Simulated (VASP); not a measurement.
# MgH2 (Fm-3m) in VASP: a series of runs

The runs below take MgH2 through single point, with LDA.

Everything below comes from runs of VASP 6.6.1. Logs are shortened: lines on timing, memory, paths and dates and some standing lists are left out, and cuts for length are marked.

## 1. The cell of the first run

It takes space group Fm-3m (No. 225, cubic). Conventional cell: a = 4.665 Å, b = 4.665 Å, c = 4.665 Å, α = 90.00°, β = 90.00°, γ = 90.00°. Mg (site symmetry m-3m) has 8 H at 2.02 Å within 2.7 Å. Within 2.7 Å of H (site symmetry -43m) lie 4 Mg at 2.02 Å and 6 H at 2.33 Å.

## 2. Single point, LDA

The input, INCAR:

```
PREC = Accurate
ENCUT = 520
EDIFF = 1E-6
ISMEAR = -1
SIGMA = 0.1
LREAL = F
LASPH = T
NELM = 60
ALGO = Normal
ISIF = 2
LWAVE = F
LCHARG = F
GGA = CA
NBANDS = 9
```

The input, KPOINTS:

```
regular mesh
0
Gamma
  8 8 8
```

The input, POSCAR:

```
MgH2
1.0
    0.0000000000      2.3324601571      2.3324601571
    2.3324601571      0.0000000000      2.3324601571
    2.3324601571      2.3324601571      0.0000000000
Mg H
1 2
Direct
    0.0000000000      0.0000000000      0.0000000000
    0.7500000000      0.7500000000      0.7500000000
    0.2500000000      0.2500000000      0.2500000000
```

Potentials or basis: VASP PAW LDA potentials, release 64 (Mg, H).

Launch:

```sh
$ cat potpaw_LDA.64/Mg/POTCAR potpaw_LDA.64/H/POTCAR > POTCAR
$ mpirun -np 1 vasp_std > vasp.out
```

OUTCAR:

```text
PREC = Accurate
   ENCUT = 520
   EDIFF = 1E-6
   ISMEAR = -1
   LREAL = F
   LASPH = T
   NELM = 60
   ISIF = 2
   GGA = CA

 ion  position               nearest neighbor table
   1  0.000  0.000  0.000-   2 2.02   2 2.02   2 2.02   2 2.02   3 2.02   3 2.02   3 2.02   3 2.02

   2  0.750  0.750  0.750-   1 2.02   1 2.02   1 2.02   1 2.02
   3  0.250  0.250  0.250-   1 2.02   1 2.02   1 2.02   1 2.02

  LATTYP: Found a face centered cubic cell.
 ALAT       =     4.6649203142

  Lattice vectors:

 A1 = (   0.0000000000,   2.3324601571,   2.3324601571)
 A2 = (   2.3324601571,   0.0000000000,   2.3324601571)
 A3 = (   2.3324601571,   2.3324601571,   0.0000000000)

Analysis of symmetry for initial positions (statically):
=====================================================================
 Subroutine PRICEL returns:
 Original cell was already a primitive cell.

 Routine SETGRP: Setting up the symmetry group for a
 face centered cubic supercell.

 Subroutine GETGRP returns: Found 48 space group operations
 (whereof 48 operations were pure point group operations)
 out of a pool of 48 trial point group operations.

The static configuration has the point symmetry O_h .

Analysis of symmetry for dynamics (positions and initial velocities):
=====================================================================
 Subroutine PRICEL returns:
 Original cell was already a primitive cell.

 Routine SETGRP: Setting up the symmetry group for a
 face centered cubic supercell.

 Subroutine GETGRP returns: Found 48 space group operations
 (whereof 48 operations were pure point group operations)
 out of a pool of 48 trial point group operations.

The dynamic configuration has the point symmetry O_h .

 Subroutine INISYM returns: Found 48 space group operations
 (whereof 48 operations are pure point group operations),
 and found     1 'primitive' translations

----------------------------------------------------------------------------------------

                                     Primitive cell

  volume of cell :      25.3789

  direct lattice vectors                    reciprocal lattice vectors
     0.000000000  2.332460157  2.332460157    -0.214365934  0.214365934  0.214365934
     2.332460157  0.000000000  2.332460157     0.214365934 -0.214365934  0.214365934
     2.332460157  2.332460157  0.000000000     0.214365934  0.214365934 -0.214365934

  length of vectors
     3.298596788  3.298596788  3.298596788     0.371292689  0.371292689  0.371292689

[... 89 lines left out ...]
   ISYM   =      2    0-nonsym 1-usesym 2-fastsym
   POTIM  = 0.5000    time-step for ionic-motion
   TEBEG  =    0.0;   TEEND  =   0.0 temperature during run
   PSTRESS=    0.0 pullay stress
   NELECT =       4.0000    total number of electrons
   NUPDOWN=      -1.0000    fix difference up-down
   EMIN   =  10.00;   EMAX   =-10.00  energy-range for DOS
   EFERMI =   0.00;   METHOD = LEGACY
   ISMEAR =    -1;   SIGMA  =   0.10  broadening in eV -4-tet -1-fermi 0-gaus
   EFERMI_NEDOS =   21; number of points for ismear=-14 and -15
   IALGO  =     38    algorithm
   IMIX   =      4    mixing-type and parameters
     AMIX     =   0.40;   BMIX     =  1.00
     AMIX_MAG =   1.60;   BMIX_MAG =  1.00
  volume/ion in A,a.u.               =       8.46        57.09
  Fermi-wavevector in a.u.,A,eV,Ry     =   0.884309  1.671101 10.639783  0.782002
  Thomas-Fermi vector in A             =   2.005192
   LORBIT       =      0    0 simple, 1 ext, 2 COOP (PROOUT), +10 PAW based schemes
   GGA     = CA    functional components
   LHFCALC =     F    Hartree Fock is set to
   AEXX    =    0.0000 exact exchange contribution
   IVDW    =     0    specifies the selected vdW correction
   LEPSILON=     F    determine dielectric tensor
   LRPA    =     F    only Hartree local field effects (RPA)
 non-spin polarized calculation
  energy-cutoff  :      520.00
  volume of cell :       25.38
 maximum number of plane-waves:       701
 NGX is ok and might be reduce to    28
   NGX = 13   NGY = 13   NGZ = 13

 number of electron       3.9999999 magnetization

 Free energy of the ion-electron system (eV)
  ---------------------------------------------------
  ext. energy  EPLUGINS =         0.00000000
  ---------------------------------------------------
  free energy    TOTEN  =        -9.19616733 eV

  energy without entropy =       -9.18912425  energy(sigma->0) =       -9.19264579

 E-fermi :   3.0935     XC(G=0):  -9.5076

 val. band max:        2.9563336620   @ k =  -0.3750   0.5000   0.1250
 cond. band min:       3.3266470750   @ k =   0.5000   0.3750   0.0000
 fundamental gap:      0.3703134130
 Fermi energy:         3.0935165075

 k-point     1 :       0.0000    0.0000    0.0000
  band No.  band energies     occupation
      1      -7.2531      2.00000
      2       4.4355      0.00000
      3      12.5489      0.00000
      4      12.5489      0.00000
      5      12.5489      0.00000
      6      15.2885      0.00000
      7      15.2885      0.00000
      8      15.2885      0.00000
      9      16.4198      0.00000
[... 265 lines left out ...]
 k-point    24 :      -0.3750    0.2500    0.1250
  band No.  band energies     occupation
      1      -2.1958      2.00000
      2      -2.1625      2.00000
      3       6.1843      0.00000
      4       6.8495      0.00000
      5      12.2944      0.00000
      6      12.3113      0.00000
      7      17.8205      0.00000
      8      18.1772      0.00000
      9      19.6390      0.00000

 [... further k-points ...]

------------------------ aborting loop because EDIFF is reached ----------------------------------------

  FORCE on cell =-STRESS in cart. coord.  units (eV):
  Direction    XX          YY          ZZ          XY          YZ          ZX
  --------------------------------------------------------------------------------------
  -------------------------------------------------------------------------------------
  Total       -0.0774643     -0.0774643     -0.0774643     -0.0000000     -0.0000000      0.0000000
  in kB       -4.8903420     -4.8903420     -4.8903420     -0.0000000     -0.0000000      0.0000000
  external PRESSURE =      -4.8903420 kB  Pullay stress =       0.0000000 kB

 VOLUME and BASIS-vectors are now :
 -----------------------------------------------------------------------------
  energy-cutoff  :      520.00
  volume of cell :       25.38
      direct lattice vectors                 reciprocal lattice vectors
     0.000000000  2.332460157  2.332460157    -0.214365934  0.214365934  0.214365934
     2.332460157  0.000000000  2.332460157     0.214365934 -0.214365934  0.214365934
     2.332460157  2.332460157  0.000000000     0.214365934  0.214365934 -0.214365934

 POSITION                                       TOTAL-FORCE (eV/Angst)
 -----------------------------------------------------------------------------------
      0.00000      0.00000      0.00000         0.000000      0.000000      0.000000
      3.49869      3.49869      3.49869        -0.000000     -0.000000     -0.000000
      1.16623      1.16623      1.16623         0.000000      0.000000      0.000000
 -----------------------------------------------------------------------------------
    total drift:                                0.000000      0.000000      0.000000

  FREE ENERGIE OF THE ION-ELECTRON SYSTEM (eV)
  ---------------------------------------------------
  free  energy   TOTEN  =        -9.1961673284 eV

  energy  without entropy=       -9.1891242515  energy(sigma->0) =       -9.19264579
```

OSZICAR:

```text
N       E                     dE             d eps       ncg     rms          rms(c)
DAV:   1    -0.468722192472E+01   -0.46872E+01   -0.18911E+03   554   0.341E+02
DAV:   2    -0.979206208944E+01   -0.51048E+01   -0.47360E+01   678   0.400E+01
DAV:   3    -0.989937296879E+01   -0.10731E+00   -0.10720E+00   654   0.564E+00
DAV:   4    -0.989950670453E+01   -0.13374E-03   -0.13373E-03   696   0.204E-01
DAV:   5    -0.989950707113E+01   -0.36661E-06   -0.36656E-06   621   0.774E-03    0.468E+00
DAV:   6    -0.937069705592E+01    0.52881E+00   -0.38647E-01   550   0.230E+00    0.228E+00
DAV:   7    -0.919586521969E+01    0.17483E+00   -0.43717E-01   571   0.262E+00    0.339E-01
DAV:   8    -0.919617733378E+01   -0.31211E-03   -0.35724E-03   572   0.379E-01    0.230E-02
DAV:   9    -0.919616651919E+01    0.10815E-04   -0.37452E-05   713   0.289E-02    0.924E-03
DAV:  10    -0.919616732841E+01   -0.80922E-06   -0.17024E-06   588   0.722E-03
   1 F= -.91961673E+01 E0= -.91926458E+01  d E =-.704308E-02
```

Wall time 4.1 s (1 thread of Intel Xeon 6975P-C, shared host); peak memory 0.14 GiB.

Results:

```
Free energy            : -9.1962 eV
Pressure               : -0.5 GPa
Band gap on the k mesh : zero (band 2 reaches 4.44 eV, above the bottom of band 3 at 2.54 eV)
```

Levels at points of the mesh, in eV from the Fermi level:
```
           k point  band 1  band 2  band 3  band 4  band 5  band 6
(0.00, 0.00, 0.00)  -10.35    1.34    9.46    9.46    9.46   12.19
(0.50, 0.00, 0.00)   -5.86   -5.78    7.05    7.73    9.10    9.10
(0.50, 0.50, 0.00)   -5.83   -2.25   -0.55    4.74    4.74    8.10
```

## 3. Single point, LDA

This run uses another cell than the first one, of 8.64 Å³/atom, 1.021 times its volume.

Changes to INCAR since step 2:

```diff
@@ -7,3 +7,3 @@
 LASPH = T
-NELM = 60
+NELM = 80
 ALGO = Normal
```

KPOINTS is that of step 2.

The input, POSCAR:

```
MgH2
1.0
    0.0000000000      2.3488864741      2.3488864741
    2.3488864741      0.0000000000      2.3488864741
    2.3488864741      2.3488864741      0.0000000000
Mg H
1 2
Direct
    0.0000000000      0.0000000000      0.0000000000
    0.7500000000      0.7500000000      0.7500000000
    0.2500000000      0.2500000000      0.2500000000
```

Potentials or basis: VASP PAW LDA potentials, release 64 (Mg, H).

Launch:

```sh
$ cat potpaw_LDA.64/Mg/POTCAR potpaw_LDA.64/H/POTCAR > POTCAR
$ mpirun -np 1 vasp_std > vasp.out
```

OUTCAR:

```text
PREC = Accurate
   ENCUT = 520
   EDIFF = 1E-6
   ISMEAR = -1
   LREAL = F
   LASPH = T
   NELM = 80
   ISIF = 2
   GGA = CA

 ion  position               nearest neighbor table
   1  0.000  0.000  0.000-   2 2.03   2 2.03   2 2.03   2 2.03   3 2.03   3 2.03   3 2.03   3 2.03

   2  0.750  0.750  0.750-   1 2.03   1 2.03   1 2.03   1 2.03
   3  0.250  0.250  0.250-   1 2.03   1 2.03   1 2.03   1 2.03

  LATTYP: Found a face centered cubic cell.
 ALAT       =     4.6977729482

  Lattice vectors:
[... 479 lines left out ...]

  FORCE on cell =-STRESS in cart. coord.  units (eV):
  Direction    XX          YY          ZZ          XY          YZ          ZX
  --------------------------------------------------------------------------------------
  -------------------------------------------------------------------------------------
  Total       -0.2931047     -0.2931047     -0.2931047      0.0000000      0.0000000      0.0000000
  in kB      -18.1182906    -18.1182906    -18.1182906      0.0000000      0.0000000      0.0000000
  external PRESSURE =     -18.1182906 kB  Pullay stress =       0.0000000 kB

 VOLUME and BASIS-vectors are now :
 -----------------------------------------------------------------------------
  energy-cutoff  :      520.00
  volume of cell :       25.92
      direct lattice vectors                 reciprocal lattice vectors
     0.000000000  2.348886474  2.348886474    -0.212866822  0.212866822  0.212866822
     2.348886474  0.000000000  2.348886474     0.212866822 -0.212866822  0.212866822
     2.348886474  2.348886474  0.000000000     0.212866822  0.212866822 -0.212866822

 POSITION                                       TOTAL-FORCE (eV/Angst)
 -----------------------------------------------------------------------------------
      0.00000      0.00000      0.00000         0.000000     -0.000000      0.000000
      3.52333      3.52333      3.52333        -0.000000      0.000000     -0.000000
      1.17444      1.17444      1.17444         0.000000     -0.000000     -0.000000
 -----------------------------------------------------------------------------------
    total drift:                                0.000000      0.000000      0.000000

  FREE ENERGIE OF THE ION-ELECTRON SYSTEM (eV)
  ---------------------------------------------------
  free  energy   TOTEN  =        -9.1927348863 eV

  energy  without entropy=       -9.1856182717  energy(sigma->0) =       -9.18917658
```

Run time: 4.8 s. Hardware: 1 thread of Intel Xeon 6975P-C, shared host; peak memory 0.14 GiB.

Results:

- Free energy: -9.1927 eV
- Pressure: -1.8 GPa
- Band gap on the k mesh: zero (band 2 reaches 4.26 eV, above the bottom of band 3 at 2.43 eV)

Levels at points of the mesh, in eV from the Fermi level:
```csv
k point,band 1,band 2,band 3,band 4,band 5,band 6
"(0.00, 0.00, 0.00)",-10.21,1.29,9.37,9.37,9.37,11.99
"(0.50, 0.00, 0.00)",-5.79,-5.71,6.97,7.55,9.03,9.03
"(0.50, 0.50, 0.00)",-5.76,-2.22,-0.54,4.67,4.67,7.96
```

(Continued in part 2 of 2.)
